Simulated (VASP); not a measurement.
Crystal: EuS (rocksalt type).

```
CELL_PARAMETERS angstrom
0.00000 2.78338 2.78338
2.78338 0.00000 2.78338
2.78338 2.78338 0.00000
ATOMIC_POSITIONS crystal
Eu 0.00000 0.00000 0.00000
S 0.50000 0.50000 0.50000
```

- Program: VASP 6.6.1
- Task: relaxation of cell and atoms
- Functional: PBE
- Potentials or basis: VASP PAW PBE potentials, release 64 (Eu, S)
- Cutoff: 600 eV
- k mesh: 10 × 10 × 10
- Occupations: fermi-dirac, width 0.08 eV
- Spin: collinear spin, ferromagnetic start
- Starting moments: [7.0, 0.0] μB

At the start: pressure 10.4 GPa; volume 21.56 Å³/atom.

Question: How do energy, volume and symmetry change on relaxing?

Answer: Over 6 steps the energy falls by 94.8 meV/atom and the volume is 24.88 Å³/atom (+15.4 %); space group Fm-3m (No. 225, to 0.1 Å) before and after; moment 6.94 μB per cell.

Step by step:
```csv
step,energy change (eV),largest force (eV/Å),pressure (GPa),volume (Å³)
1,0.0000,0.0000,10.38,43.13
2,-0.1674,0.0000,-2.54,52.45
3,-0.1896,0.0000,0.07,49.71
4,-0.1896,0.0000,-0.10,49.85
5,-0.1896,0.0000,0.04,49.74
6,-0.1896,0.0000,-0.03,49.77
```

Final structure:
```
CELL_PARAMETERS angstrom
0.00000 2.91944 2.91944
2.91944 0.00000 2.91944
2.91944 2.91944 0.00000
ATOMIC_POSITIONS crystal
Eu 0.00000 0.00000 0.00000
S 0.50000 0.50000 0.50000
```

Caveat: the volume moved by over 15 % at a fixed basis, so the end points are rough; a cell with one magnetic atom can't hold antiferromagnetic order, which such compounds often take; semilocal functionals describe open f shells poorly, which spoils levels, moments and volumes.
